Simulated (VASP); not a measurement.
Runs of VASP 6.6.1 on In. The structure is that of space group P6_3/mmc (No. 194), or close to it. The cells are those of the table. 

| cell | gap on the mesh (eV) | pressure (GPa) |
| --- | --- | --- |
| a = 3.394, b = 3.394, c = 5.605 Å, angles 90.0, 90.0, 120.0°, 2 atoms | none | (a) |
| a = 3.275, b = 3.275, c = 5.409 Å, angles 90.0, 90.0, 120.0°, 2 atoms | none | 2.3 |
| a = 3.335, b = 3.335, c = 5.509 Å, angles 90.0, 90.0, 120.0°, 2 atoms | none | (b) |
| a = 3.244, b = 3.244, c = 5.358 Å, angles 90.0, 90.0, 120.0°, 2 atoms | none | 3.9 |
| a = 3.365, b = 3.365, c = 5.558 Å, angles 90.0, 90.0, 120.0°, 2 atoms | none | -1.3 |

Alike in all rows: task single point; level r2SCAN; potentials or basis VASP PAW PBE potentials, release 64 (In_d); no spin polarisation; k mesh 10 × 10 × 5; cutoff (eV) 520; smearing fermi-dirac 0.05 eV.

Fill in the values left out.

(a) -2.1; (b) -0.3.

Caveats: the PAW data sets were made with another functional, which shifts forces and pressure a little; spin-orbit coupling is left out, which moves the levels of the heavy elements.

A k mesh can miss the band edges, and the runs leave out spin-orbit coupling on In.

A gap of «none» marks levels without a gap at the run's occupations.
